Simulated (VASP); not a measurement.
The system is SiSe3.

```xyz
8
Lattice="-3.2527 4.6000 3.2527 3.2527 -4.6000 3.2527 3.2527 4.6000 -3.2527" Properties=species:S:1:pos:R:3 pbc="T T T"
Si    0.0000    0.0000    0.0000
Si    0.0000    4.6000    0.0000
Se    3.2527   -2.3000    2.8847
Se    1.6263    4.3398    1.6263
Se    1.6263    4.8602   -1.6263
Se    0.0000    6.9000    0.3680
Se    1.6263    0.2602    1.6263
Se   -1.6263    4.3398    1.6263
```

```yaml
Program: VASP 6.6.1
Task: relaxation of cell and atoms
Functional: PBE
Potentials_or_basis: VASP PAW PBE potentials, release 64 (Si, Se)
Cutoff: 600 eV
k_mesh: 4 × 4 × 4
Occupations: gaussian, width 0.1 eV
Spin: no spin polarisation
```

At the start: pressure 9.0 GPa; volume 24.33 Å³/atom.

Question: How do energy, volume and symmetry change on relaxing?

Answer: Over 20 steps the energy falls by 347.3 meV/atom and the volume is 25.27 Å³/atom (+3.8 %); space group Imma (No. 74, to 0.1 Å) before and after.

Step by step:
```tsv
step	energy change (eV)	largest force (eV/Å)	pressure (GPa)	volume (Å³)
1	0.0000	0.7215	8.98	194.67
2	-0.7035	0.2325	-2.31	235.65
3	-0.7816	0.3201	-0.23	224.24
4	-0.7815	0.3149	-0.36	224.86
5	-0.8262	0.3256	-0.38	224.25
6	-0.9947	0.3883	-0.46	222.34
7	-1.3773	0.5476	-0.60	218.16
8	-2.2727	0.2420	-0.89	208.37
9	-0.6482	2.3035	9.50	183.87
10	-2.4598	0.2901	-0.81	204.62
11	-2.5289	0.5802	-0.17	200.35
12	-2.5709	0.6799	0.20	198.75
13	-2.5720	0.6927	0.27	198.49
14	-2.6193	0.6583	0.04	199.35
15	-2.7131	0.5166	-0.51	201.93
16	-2.6787	0.1492	-1.10	206.95
17	-2.7351	0.3794	-0.80	203.85
18	-2.7713	0.1235	-0.05	201.85
19	-2.7753	0.0165	0.31	200.99
20	-2.7784	0.0248	0.01	202.14
```

Final structure:
```
CELL_PARAMETERS angstrom
-2.71974 4.47104 4.15584
2.71974 -4.47104 4.15584
2.71974 4.47104 -4.15584
ATOMIC_POSITIONS crystal
Si 0.00000 0.00000 0.00000
Si 0.50000 0.00000 0.50000
Se 0.14426 0.89426 0.25000
Se 0.67627 0.50000 0.67627
Se 0.32373 0.00000 0.82373
Se 0.85574 0.10574 0.75000
Se 0.32373 0.50000 0.32373
Se 0.67627 0.00000 0.17627
```
